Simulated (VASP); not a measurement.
Input of a VASP 6.6.1 run:

INCAR

```
ALGO     = Normal         # electronic algorithm
EDIFF    = 1E-6           # SCF threshold, eV
ENCUT    = 520            # plane-wave cutoff, eV
ISIF     = 2              # what is computed and relaxed
ISMEAR   = 0              # smearing method
LASPH    = True           # aspherical terms in the spheres
LCHARG   = False          # write CHGCAR
LREAL    = False          # projectors in reciprocal space
LWAVE    = False          # write WAVECAR
NBANDS   = 19             # bands
NELM     = 100            # most SCF steps
PREC     = Accurate       # precision mode
SIGMA    = 0.05           # smearing width, eV
```

File KPOINTS:

```
k-points
0
Gamma
  6 6 6
```

The input POSCAR:

```
SrCl2
1.0
    0.0000000000      3.4855000000      3.4855000000
    3.4855000000      0.0000000000      3.4855000000
    3.4855000000      3.4855000000      0.0000000000
Sr Cl
1 2
Direct
    0.0000000000      0.0000000000      0.0000000000
    0.2500000000      0.2500000000      0.2500000000
    0.7500000000      0.7500000000      0.7500000000
```

Potentials or basis: VASP PAW LDA potentials, release 64 (Sr_sv, Cl).

Launch:

```bash
$ cat potpaw_LDA.64/Sr_sv/POTCAR potpaw_LDA.64/Cl/POTCAR > POTCAR
$ mpirun -np 1 vasp_std > vasp.out
```

(1) What does it give for the band gap on the k mesh?

(2) What does it give for the pressure?

Answers

(1) 4.89 eV, indirect (least direct gap 5.15 eV).

(2) -2.7 GPa.
